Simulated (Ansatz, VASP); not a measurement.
## Two plane-wave programs on SnO

```xyz
4
Lattice="4.0413 0.0000 0.0000 -2.0206 3.4999 0.0000 0.0000 0.0000 5.0795" Properties=species:S:1:pos:R:3 pbc="T T T"
Sn    0.0000    2.3332    1.2699
Sn    2.0206    1.1666    3.8097
O     2.0206    1.1666    1.2699
O     0.0000    2.3332    3.8097
```

Alike in both runs: task single point; functional r2SCAN; k mesh 6 × 6 × 4; no spin polarisation.

|  | VASP | Ansatz |
| --- | --- | --- |
| version | VASP 6.6.1 | Ansatz 0.2.0 |
| potentials or method | VASP PAW PBE potentials, release 64 (Sn_d, O) | plane waves, PAW |
| plane-wave cutoff (eV) | 520 | 500 |
| occupations | gaussian, width 0.01 eV | fixed |
| valence electrons in the cell | 40 | 40 |

```tsv
	VASP	Ansatz	Ansatz less VASP
gap on the k mesh at the Fermi level (eV)	0.42	0.42	+0.005
pressure (GPa)	6.0	5.7	-0.35
traceless stress, the component that is largest in VASP (GPa)	-0.53	-0.32	+0.209
```

VASP's potentials were made for PBE, not for r2SCAN.
